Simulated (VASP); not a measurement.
Input of a VASP 6.6.1 run:

The input INCAR:

```
SYSTEM = HgTe
  ALGO = Normal
  EDIFF = 1E-8
  ENCUT = 520
  ISIF = 2
  ISMEAR = -1
  LASPH = .True.
  LCHARG = .False.
  LEFG = .True.
  LREAL = .False.
  LWAVE = .False.
  NBANDS = 16
  NELM = 60
  PREC = Accurate
  SIGMA = 0.08
```

Contents of KPOINTS:

```
k-points
0
Gamma
  10 10 10
  0 0 0
```

POSCAR

```
HgTe
1.0
   -0.0292150000      2.9068925000      2.9068925000
    2.9068925000     -0.0292150000      2.9068925000
    2.9068925000      2.9068925000     -0.0292150000
Hg Te
1 1
Direct
    0.0000000000      0.0000000000      0.0000000000
    0.5000000000      0.5000000000      0.5000000000
```

Potentials or basis: VASP PAW LDA potentials, release 64 (Hg, Te).

Command:

```console
$ cat potpaw_LDA.64/Hg/POTCAR potpaw_LDA.64/Te/POTCAR > POTCAR
$ mpirun -np 1 vasp_std > vasp.out
```

What does it give for the band gap on the k mesh?

Zero (band 9 reaches 6.24 eV, above the bottom of band 10 at 3.03 eV).

Estimate the pressure.

4.4 GPa.

Electric field gradients, principal values (V/Å²):
```
atom   least  middle  greatest (by size)
1 Hg  -3.966  -3.966               7.932
2 Te   5.072   5.072             -10.145
```

Caveat: the cell differs from its parent crystal (equal xy, yz and zx shear strains of -1 %); without QUAD_EFG the Cq values of the log hold for a quadrupole moment of 1 mb, not for the nuclei; spin-orbit coupling is left out, which moves the levels of the heavy elements.
